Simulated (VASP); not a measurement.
# Ga in VASP: single point with PBEsol

Aim: the single point of Ga with PBEsol.

All numbers are computed with VASP 6.6.1; they aren't measurements. Logs are shortened: lines on timing, memory, paths and dates and some standing lists are left out, and cuts for length are marked.

## Step 1: The cell of the first run

The cell holds a slab with vacuum, 8 atoms: a = 2.808 Å, b = 4.458 Å, c = 24.828 Å, α = 90.00°, β = 90.00°, γ = 90.00°.

## Step 2: Single point, PBEsol

INCAR

```
SYSTEM = Ga
PREC = Accurate ; ENCUT = 520
EDIFF = 1E-7 ; ISMEAR = -1
SIGMA = 0.05 ; LREAL = .False.
LASPH = .True. ; NELM = 60
ALGO = Normal ; ISIF = 2
LWAVE = .False. ; LCHARG = .False.
LDIPOL = .True. ; IDIPOL = 3
DIPOL = 0.5 0.5 0.500 ; GGA = PS
NBANDS = 62
```

KPOINTS

```
regular mesh
0
Gamma
  9 6 1
  0 0 0
```

POSCAR

```
Ga
1.0
    2.8080000000      0.0000000000      0.0000000000
    0.0000000000      4.4580000000      0.0000000000
    0.0000000000      0.0000000000     24.8280000000
Ga
8
Direct
    0.5000000000      0.5000000000      0.3020782987
    0.0000000000      0.0000000000      0.3586273562
    0.5000000000      0.5000000000      0.4151764137
    0.0000000000      0.0000000000      0.4717254712
    0.5000000000      0.5000000000      0.5282745288
    0.0000000000      0.0000000000      0.5848235863
    0.5000000000      0.5000000000      0.6413726438
    0.0000000000      0.0000000000      0.6979217013
```

Potentials or basis: VASP PAW PBE potentials, release 64 (Ga_d).

Command:

```console
$ cat potpaw_PBE.64/Ga_d/POTCAR > POTCAR
$ mpirun -np 1 vasp_std > vasp.out
```

OUTCAR:

```text
SYSTEM = Ga
   PREC = Accurate
   ENCUT = 520
   EDIFF = 1E-7
   ISMEAR = -1
   LREAL = .False.
   LASPH = .True.
   NELM = 60
   ISIF = 2
   GGA = PS

 ion  position               nearest neighbor table
   1  0.500  0.500  0.302-   3 2.81
   2  0.000  0.000  0.359-   4 2.81
   3  0.500  0.500  0.415-   1 2.81   5 2.81
   4  0.000  0.000  0.472-   2 2.81   6 2.81
   5  0.500  0.500  0.528-   7 2.81   3 2.81
   6  0.000  0.000  0.585-   8 2.81   4 2.81
   7  0.500  0.500  0.641-   5 2.81
   8  0.000  0.000  0.698-   6 2.81

  LATTYP: Found a simple orthorhombic cell.
 ALAT       =     2.8080000000
 B/A-ratio  =     1.5876068376
 C/A-ratio  =     8.8418803419

  Lattice vectors:

 A1 = (   2.8080000000,   0.0000000000,   0.0000000000)
 A2 = (   0.0000000000,   4.4580000000,   0.0000000000)
 A3 = (   0.0000000000,   0.0000000000,  24.8280000000)

Analysis of symmetry for initial positions (statically):
=====================================================================
 Subroutine PRICEL returns:
 Original cell was already a primitive cell.

 Routine SETGRP: Setting up the symmetry group for a
 simple orthorhombic supercell.

 Subroutine GETGRP returns: Found  8 space group operations
 (whereof  4 operations were pure point group operations)
 out of a pool of  8 trial point group operations.

The static configuration has the point symmetry C_2v.
 The point group associated with its full space group is D_2h.

Analysis of symmetry for dynamics (positions and initial velocities):
=====================================================================
 Subroutine PRICEL returns:
 Original cell was already a primitive cell.

 Routine SETGRP: Setting up the symmetry group for a
 simple orthorhombic supercell.

 Subroutine GETGRP returns: Found  8 space group operations
 (whereof  4 operations were pure point group operations)
 out of a pool of  8 trial point group operations.

The dynamic configuration has the point symmetry C_2v.
 The point group associated with its full space group is D_2h.

 Subroutine INISYM returns: Found  8 space group operations
 (whereof  4 operations are pure point group operations),
 and found     1 'primitive' translations

----------------------------------------------------------------------------------------

                                     Primitive cell

  volume of cell :     310.7985

[... 107 lines left out ...]
   NUPDOWN=      -1.0000    fix difference up-down
   EMIN   =  10.00;   EMAX   =-10.00  energy-range for DOS
   EFERMI =   0.00;   METHOD = LEGACY
   ISMEAR =    -1;   SIGMA  =   0.05  broadening in eV -4-tet -1-fermi 0-gaus
   EFERMI_NEDOS =   21; number of points for ismear=-14 and -15
   IALGO  =     38    algorithm
   IMIX   =      4    mixing-type and parameters
     AMIX     =   0.40;   BMIX     =  1.00
     AMIX_MAG =   1.60;   BMIX_MAG =  1.00
  volume/ion in A,a.u.               =      38.85       262.17
  Fermi-wavevector in a.u.,A,eV,Ry     =   1.136562  2.147790 17.575629  1.291772
  Thomas-Fermi vector in A             =   2.273267
   LORBIT       =      0    0 simple, 1 ext, 2 COOP (PROOUT), +10 PAW based schemes
   GGA     = PS    functional components
   LHFCALC =     F    Hartree Fock is set to
   AEXX    =    0.0000 exact exchange contribution
   IVDW    =     0    specifies the selected vdW correction
   LEPSILON=     F    determine dielectric tensor
   LRPA    =     F    only Hartree local field effects (RPA)
 non-spin polarized calculation
  energy-cutoff  :      520.00
  volume of cell :      310.80
 maximum number of plane-waves:      8419
 NGX is ok and might be reduce to    24
   NGX = 11   NGY = 17   NGZ = 93

 dipolmoment           0.000000      0.000000     -0.000000 electrons x Angstroem

 number of electron     103.9999957 magnetization

 dipolmoment           0.000000      0.000000      0.000000 electrons x Angstroem

 Free energy of the ion-electron system (eV)
  ---------------------------------------------------
  ext. energy  EPLUGINS =         0.00000000
  ---------------------------------------------------
  free energy    TOTEN  =       -25.66419509 eV

  energy without entropy =      -25.63604059  energy(sigma->0) =      -25.65011784

 E-fermi :   0.5208     XC(G=0):  -5.9602

 val. band max:        0.4341654824   @ k =   0.2222   0.3333   0.0000
 cond. band min:       0.5375045934   @ k =   0.2222   0.5000   0.0000
 fundamental gap:      0.1033391110
 Fermi energy:         0.5208495008

 k-point     1 :       0.0000    0.0000    0.0000
  band No.  band energies     occupation
      1     -14.6520      2.00000
      2     -14.5943      2.00000
      3     -14.5661      2.00000
      4     -14.5447      2.00000
      5     -14.5174      2.00000
      6     -14.5067      2.00000
[... 1289 lines left out ...]
     61       3.8311      0.00000
     62       3.8311      0.00000

------------------------ aborting loop because EDIFF is reached ----------------------------------------

 vacuum level on the upper side and lower side of the slab       (xc-potential included)        -0.107        -0.107

  FORCE on cell =-STRESS in cart. coord.  units (eV):
  Direction    XX          YY          ZZ          XY          YZ          ZX
  --------------------------------------------------------------------------------------
  -------------------------------------------------------------------------------------
  Total       -4.4435402     -0.7740438      0.1456896      0.0000000      0.0000000      0.0000000
  in kB      -22.9066085     -3.9902236      0.7510349      0.0000000      0.0000000      0.0000000
  external PRESSURE =      -8.7152657 kB  Pullay stress =       0.0000000 kB

 VOLUME and BASIS-vectors are now :
 -----------------------------------------------------------------------------
  energy-cutoff  :      520.00
  volume of cell :      310.80
      direct lattice vectors                 reciprocal lattice vectors
     2.808000000  0.000000000  0.000000000     0.356125356  0.000000000  0.000000000
     0.000000000  4.458000000  0.000000000     0.000000000  0.224315837  0.000000000
     0.000000000  0.000000000 24.828000000     0.000000000  0.000000000  0.040277106

 POSITION                                       TOTAL-FORCE (eV/Angst)
 -----------------------------------------------------------------------------------
      1.40400      2.22900      7.50000         0.000000      0.000000      0.131611
      0.00000      0.00000      8.90400         0.000000      0.000000     -0.227278
      1.40400      2.22900     10.30800         0.000000      0.000000      0.004651
      0.00000      0.00000     11.71200         0.000000      0.000000      0.088635
      1.40400      2.22900     13.11600         0.000000      0.000000     -0.088635
      0.00000      0.00000     14.52000         0.000000      0.000000     -0.004651
      1.40400      2.22900     15.92400         0.000000      0.000000      0.227278
      0.00000      0.00000     17.32800         0.000000      0.000000     -0.131611
 -----------------------------------------------------------------------------------
    total drift:                                0.000000     -0.000000      0.000000

  FREE ENERGIE OF THE ION-ELECTRON SYSTEM (eV)
  ---------------------------------------------------
  free  energy   TOTEN  =       -25.6641950912 eV

  energy  without entropy=      -25.6360405859  energy(sigma->0) =      -25.65011784

 vacuum level on the upper side and lower side of the slab         4.607         4.607
```

It took 11 min on 1 thread of Intel Xeon Platinum 8488C (Sapphire Rapids), shared host; peak memory 0.53 GiB.

What came out:

- Free energy: -25.6642 eV
- Largest force: 0.227 eV/Å
- Band gap on the k mesh: zero (band 52 reaches 1.02 eV, above the bottom of band 53 at -0.69 eV)

Forces in eV/Å, atoms in the order of the input:
```
Ga   0.000  0.000  0.132
Ga   0.000  0.000 -0.227
Ga   0.000  0.000  0.005
Ga   0.000  0.000  0.089
Ga   0.000  0.000 -0.089
Ga   0.000  0.000 -0.005
Ga   0.000  0.000  0.227
Ga   0.000  0.000 -0.132
```

Caveat: the PAW data sets were made with another functional, which shifts forces and pressure a little.
